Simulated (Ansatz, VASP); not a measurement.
# LiF in VASP and in Ansatz

The input POSCAR:

```
LiF
1.0
    0.0000000000      1.9948717404      1.9948717404
    1.9948717404      0.0000000000      1.9948717404
    1.9948717404      1.9948717404      0.0000000000
Li F
1 1
Direct
    0.0000000000      0.0000000000      0.0000000000
    0.5000000000      0.5000000000      0.5000000000
```

File INCAR.step1:

```
SYSTEM = LiF
PREC = Accurate ; ENCUT = 520
ISMEAR = 0 ; SIGMA = 0.01
LREAL = .False. ; LASPH = .True.
NELM = 100 ; NBANDS = 12
GGA = PE ; ALGO = Normal
EDIFF = 1E-4 ; LWAVE = .True.
LCHARG = .False.
```

INCAR.step2

```
SYSTEM = LiF
PREC = Accurate ; ENCUT = 520
EDIFF = 1E-6 ; ISMEAR = 0
SIGMA = 0.01 ; LREAL = .False.
LASPH = .True. ; NELM = 100
ALGO = Normal ; ISIF = 2
LWAVE = .False. ; LCHARG = .True.
METAGGA = R2SCAN ; LMIXTAU = .True.
LELF = .True. ; LVHAR = .True.
NBANDS = 12 ; ISTART = 1
```

File KPOINTS:

```
Automatic mesh
0
Gamma
  10 10 10
  0 0 0
```

Input for Ansatz:

```yaml
crystal:
  lattice:
    - [0.0, 1.9948717404, 1.9948717404]
    - [1.9948717404, 0.0, 1.9948717404]
    - [1.9948717404, 1.9948717404, 0.0]
  atoms:
    - { symbol: Li, position: [0.0, 0.0, 0.0] }
    - { symbol: F, position: [0.5, 0.5, 0.5] }
kpoints:
  mp_grid: { grid: [10, 10, 10] }
  band_path:
    path:
      - [0.0, 0.0, 0.0]
      - [0.5, 0.0, 0.5]
      - [0.625, 0.25, 0.625]
      - [0.375, 0.375, 0.75]
      - [0.5, 0.5, 0.5]
      - [0.5, 0.25, 0.75]
      - [-0.0625, 0.0, 0.0625]
    npoints: 1
hamiltonian:
  xc: r2scan
scf:
  occupations: { method: fixed }
  n_extra_bands: 4
output:
  forces: true
  stress: true
  eigenvalues: true
```

Alike in both runs: task single point; functional r2SCAN; k mesh 10 × 10 × 10; no spin polarisation.

|  | VASP | Ansatz |
| --- | --- | --- |
| version | VASP 6.6.1 | Ansatz 0.2.0 |
| potentials or method | VASP PAW PBE potentials, release 64 (Li_sv, F) | plane waves, PAW |
| plane-wave cutoff (eV) | 520 | 500 |
| occupations | gaussian, width 0.01 eV | fixed |
| valence electrons in the cell | 10 | 10 |

VASP gave:

```
gap on the k mesh at the Fermi level (eV) : 10.55
```

Q: Estimate Ansatz's values.

A: gap on the k mesh at the Fermi level (eV): 10.33.

VASP's potentials were made for PBE, not for r2SCAN.

Noted on VASP's run: the cutoff is short for stress, so the pressure is rough.
